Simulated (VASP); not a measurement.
**Co: relaxation of volume and atoms at fixed shape with LDA**

Co:

```
Co
1.0
     2.50740    0.00000    0.00000
    -1.25370    2.17147    0.00000
     0.00000    0.00000    4.06990
Co
2
Direct
  0.33333 0.66667 0.25000
  0.66667 0.33333 0.75000
```

```yaml
Program: VASP 6.6.1
Task: relaxation of volume and atoms at fixed shape
Functional: LDA
Potentials_or_basis: VASP PAW LDA potentials, release 64 (Co)
Cutoff: 600 eV
k_mesh: 10 × 10 × 6
Occupations: gaussian, width 0.05 eV
Spin: collinear spin, ferromagnetic start
Starting_moments: "[2.5, 2.5] μB"
Dipole_correction: no
Further_INCAR_settings: ALGO = Normal; EDIFF = 1e-06; IBRION = 2; EDIFFG = -0.01; NSW = 60; ISIF = 8
```

```yaml
Relaxed_volume: 9.94 Å³/atom
Relaxed_cell: a = 2.418 Å, b = 2.418 Å, c = 3.925 Å, α = 90.00°, β = 90.00°, γ = 120.00°
Space_group_after_relaxing_to_0.05_Å: P6_3/mmc (No. 194)
Energy_gained_by_relaxing: 87.3 meV/atom
Ionic_steps: 7
Pressure_after_relaxing: -0.1 GPa
Net_moment: 2.90 μB per cell
Site_moments: Co +1.44 μB
Valence_electrons_inside_the_program's_atomic_spheres: Co 8.47
```

Stress tensor (GPa, compression positive):
```
 0.66  0.00  0.00
 0.00  0.66  0.00
 0.00  0.00 -1.49
```

The path:
| step | energy change (eV) | largest force (eV/Å) | pressure (GPa) | volume (Å³) |
| --- | --- | --- | --- | --- |
| 1 | 0.0000 | 0.0000 | -21.50 | 22.16 |
| 2 | 0.0743 | 0.0000 | 40.44 | 17.73 |
| 3 | -0.1745 | 0.0000 | -0.83 | 19.95 |
| 4 | -0.1747 | 0.0000 | -0.18 | 19.89 |
| 5 | -0.1746 | 0.0000 | 0.40 | 19.85 |
| 6 | -0.1746 | 0.0000 | -0.42 | 19.91 |
| 7 | -0.1747 | 0.0000 | -0.06 | 19.88 |

Final structure:
```
Co
1.0
     2.41840    0.00000    0.00000
    -1.20920    2.09439    0.00000
     0.00000    0.00000    3.92543
Co
2
Direct
  0.33333 0.66667 0.25000
  0.66667 0.33333 0.75000
```

Levels at points of the mesh, in eV from the Fermi level:
Spin up:
```csv
k point,band 7,band 8,band 9,band 10,band 11,band 12,band 13,band 14
"(0.00, 0.00, 0.00)",-2.19,-1.76,-1.76,-0.49,-0.49,-0.15,7.21,22.76
"(0.50, 0.00, 0.00)",-2.11,-0.33,-0.23,-0.16,1.70,3.90,10.41,11.15
"(0.00, 0.00, 0.50)",-2.63,-2.63,-0.85,-0.85,-0.85,-0.85,15.99,15.99
"(0.50, 0.00, 0.50)",-0.83,-0.83,-0.23,-0.23,1.81,1.81,8.19,8.19
```
Spin down:
```csv
k point,band 5,band 6,band 7,band 8,band 9,band 10
"(0.00, 0.00, 0.00)",-1.23,-0.82,-0.82,-0.32,-0.32,0.02
"(0.50, 0.00, 0.00)",-1.38,-1.26,-0.82,1.19,1.33,1.38
"(0.00, 0.00, 0.50)",-1.30,-1.30,-1.30,-1.30,0.65,0.65
"(0.50, 0.00, 0.50)",-0.20,-0.20,0.29,0.29,1.30,1.30
```

It took 73 s on 1 thread of Intel(R) Xeon(R) 6975P-C (Granite Rapids), on a shared host, peak memory 0.17 GiB.

Caveat: the volume moved by -10 % from the deposited cell, more than functionals usually miss. LDA usually gives volumes a few per cent too small.
